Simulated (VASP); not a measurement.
## Si4Bi: single point with PBE

Si4Bi:

```
Si Bi
1.0
     3.79157    0.00000    0.00000
     0.00798    4.63698    0.00000
     1.88741    1.53004    5.45432
Si Bi
4 1
Cartesian
  4.7114 3.8993 3.8620
  2.7891 2.3181 4.8484
  2.8978 3.8489 0.6059
  0.9756 2.2677 1.5923
  2.8395 0.7650 2.7272
```

| Quantity | Value |
| --- | --- |
| Program | VASP 6.6.1 |
| Task | single point |
| Functional | PBE |
| Potentials or basis | VASP PAW PBE potentials, release 64 (Si, Bi_d) |
| Cutoff | 520 eV |
| k mesh | 6 × 4 × 4 |
| Occupations | gaussian, width 0.1 eV |
| Spin | no spin polarisation |
| Dipole correction | no |
| Further INCAR settings | ALGO = Normal; EDIFF = 1e-06; NBANDS = 24 |

```json
{"Pressure": "5.7 GPa", "Largest force": "2.458 eV/Å"}
```

Forces on the atoms (eV/Å):
```
Si   0.181 -2.038  1.362
Si   0.003  1.079  1.684
Si  -0.003 -1.079 -1.684
Si  -0.181  2.038 -1.362
Bi   0.000  0.000  0.000
```

Stress tensor (GPa, compression positive):
```
 6.30 -1.62  0.83
-1.62  5.78 -0.48
 0.83 -0.48  4.96
```

Levels at points of the mesh, in eV from the Fermi level:
```
           k point  band 12  band 13  band 14  band 15  band 16  band 17  band 18  band 19
(0.00, 0.00, 0.00)    -3.10    -2.38    -1.55    -1.00    -0.99     2.97     3.26     3.91
(0.50, 0.00, 0.00)    -3.16    -3.01    -2.65    -1.70    -1.40     0.55     0.66     1.93
(0.00, 0.50, 0.00)    -1.60    -0.70    -0.34    -0.20     0.58     1.15     1.68     1.96
(0.50, 0.50, 0.00)    -4.29    -3.61    -2.90    -2.25     0.98     1.02     3.22     3.50
(0.00, 0.00, 0.50)    -3.09    -2.08    -1.34     0.57     1.03     1.13     1.17     1.95
(0.50, 0.00, 0.50)    -3.20    -3.01    -2.80    -1.50    -1.44     0.57     0.59     1.94
(0.00, 0.50, 0.50)    -1.62    -1.00    -0.20    -0.17    -0.11    -0.06     0.16     0.84
(0.50, 0.50, 0.50)    -4.29    -3.68    -2.89    -2.18     0.94     1.13     3.18     3.48
```

Run time: 54 s on 1 thread of Intel(R) Xeon(R) Platinum 8488C (Sapphire Rapids), on a shared host, peak memory 0.26 GiB.

Caveat: spin-orbit coupling is left out, which moves the levels of the heavy elements; forces of over 1 eV/Å act on the atoms, so gaps and moduli don't describe the material at rest.
